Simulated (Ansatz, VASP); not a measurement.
SnSe in VASP and in Ansatz

```
Sn Se
1.0
     0.00000    3.01000    3.01000
     3.01000    0.00000    3.01000
     3.01000    3.01000    0.00000
Sn Se
1 1
Direct
  0.00000 0.00000 0.00000
  0.50000 0.50000 0.50000
```

Alike in both runs: task single point; functional PBE; k mesh 3 × 3 × 3; occupations fermi-dirac, width 0.04 eV; no spin polarisation.

```csv
,VASP,Ansatz
version,VASP 6.6.1,Ansatz 0.2.0
potentials or method,"VASP PAW PBE potentials, release 64 (Sn_d, Se), cutoff 520 eV","all-electron LAPW, scalar-relativistic"
```

```tsv
	VASP	Ansatz	Ansatz less VASP
pressure (GPa)	-0.6	-0.6	+0.02
```

Ansatz ran all-electron here, and VASP with PAW potentials.

The k mesh is coarse, so the values compare programs but aren't converged.
